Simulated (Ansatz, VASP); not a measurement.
One calculation of MgSe, two programs

Contents of INCAR:

```
ALGO = Normal ; EDIFF = 1E-6
ENCUT = 600 ; GGA = PE
GGA_COMPAT = False ; ISIF = 2
ISMEAR = -1 ; LASPH = True
LCHARG = False ; LREAL = False
LWAVE = False ; NBANDS = 11
NELM = 120 ; PREC = Accurate
SIGMA = 0.02
```

The input KPOINTS:

```
k-points
0
Gamma
  8 8 8
```

The input POSCAR:

```
MgSe
1.0
    0.0000000000      2.6886644034      2.6886644034
    2.6886644034      0.0000000000      2.6886644034
    2.6886644034      2.6886644034      0.0000000000
Mg Se
1 1
Direct
    0.0000000000      0.0000000000      0.0000000000
    0.5000000000      0.5000000000      0.5000000000
```

Input for Ansatz:

```yaml
crystal:
  lattice:
    - [0.0, 2.6886644034, 2.6886644034]
    - [2.6886644034, 0.0, 2.6886644034]
    - [2.6886644034, 2.6886644034, 0.0]
  atoms:
    - { symbol: Mg, position: [0.0, 0.0, 0.0] }
    - { symbol: Se, position: [0.5, 0.5, 0.5] }
kpoints:
  mp_grid: { grid: [8, 8, 8] }
scf:
  occupations: { method: fermi_dirac, width: 0.02 }
hamiltonian:
  xc: pbe
  pseudopotentials: { kind: all_electron, lapw: { basis_error: 0.001 } }
output:
  forces: true
  stress: true
  eigenvalues: true
```

Change from the starting cell: volume scaled by 0.96.

Alike in both runs: task single point; functional PBE; k mesh 8 × 8 × 8; occupations fermi-dirac, width 0.02 eV; no spin polarisation.

|  | VASP | Ansatz |
| --- | --- | --- |
| version | VASP 6.6.1 | Ansatz 0.2.0 |
| potentials or method | VASP PAW PBE potentials, release 64 (Mg, Se), cutoff 600 eV | all-electron LAPW, scalar-relativistic |

|  | VASP | Ansatz | Ansatz less VASP |
| --- | --- | --- | --- |
| gap on the k mesh at the Fermi level (eV) | 1.87 | 1.89 | +0.017 |
| pressure (GPa) | 5.0 | 5.1 | +0.11 |

Ansatz ran all-electron here, and VASP with PAW potentials.
